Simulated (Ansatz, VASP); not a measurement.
**One calculation of BN, two programs**

```
CELL_PARAMETERS angstrom
2.58213 0.00000 0.00000
-1.29106 2.23619 0.00000
0.00000 0.00000 4.20774
ATOMIC_POSITIONS crystal
B 0.66667 0.33333 0.99980
B 0.33333 0.66667 0.49980
N 0.66667 0.33333 0.62520
N 0.33333 0.66667 0.12520
```

Change from the starting cell: strain +0.0150 x Voigt [1, 1, 0, 0, 0, 0], atoms carried along.

Alike in both runs: task single point; functional r2SCAN; k mesh 12 × 12 × 6; occupations gaussian, width 0.05 eV; no spin polarisation.

|  | VASP | Ansatz |
| --- | --- | --- |
| version | VASP 6.6.1 | Ansatz 0.2.0 |
| potentials or method | VASP PAW PBE potentials, release 64 (B, N), cutoff 520 eV | scalar-relativistic, plane waves, PAW |
| valence electrons in the cell | 16 | 16 |

|  | VASP | Ansatz | Ansatz less VASP |
| --- | --- | --- | --- |
| gap on the k mesh at the Fermi level (eV) | 5.81 | 5.84 | +0.031 |
| least direct gap on the mesh (eV) | 8.72 | 8.74 | +0.019 |
| pressure (GPa) | -9.9 | -10.9 | -1.00 |
| traceless stress, the component that is largest in VASP (GPa) | 9.25 | 9.20 | -0.053 |
| rms of the force components (eV/Å) | 0.004 | 0.003 | -0.0006 |

VASP's potentials were made for PBE, not for r2SCAN. Atom by atom the forces differ by 0.001 eV/Å (rms over components).
